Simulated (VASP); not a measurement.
Os, 1 atom in the cell. Symmetry: Im-3m, No. 229, cubic system. The conventional cell has a = 3.092 Å, b = 3.092 Å, c = 3.092 Å, α = 90.00°, β = 90.00°, γ = 90.00°. Os (site symmetry m-3m) has 14 Os at 2.68 to 3.09 Å within 3.5 Å. This isn't the form of Os at room conditions, which is hcp.

* Program: VASP 6.6.1
* Task: single point
* Functional: PBE
* Potentials or basis: VASP PAW PBE potentials, release 64 (Os)
* Cutoff: 520 eV
* k mesh: 19 × 19 × 19
* Occupations: fermi-dirac, width 0.05 eV
* Spin: no spin polarisation
* Dipole correction: no
* Further INCAR settings: ALGO = Normal; EDIFF = 1e-07; NBANDS = 10

Potentials or basis: VASP PAW PBE potentials, release 64 (Os).

Run with:

```sh
$ cat potpaw_PBE.64/Os/POTCAR > POTCAR
$ mpirun -np 1 vasp_std > vasp.out
```

Hardware: 1 thread of Intel(R) Xeon(R) 6975P-C (Granite Rapids), on a shared host.

How long does it take, and how much memory?

Run time: 12 s on 1 thread of Intel(R) Xeon(R) 6975P-C (Granite Rapids) (shared host), peak memory 0.15 GiB. Counts: scf iterations 12, k points 220.
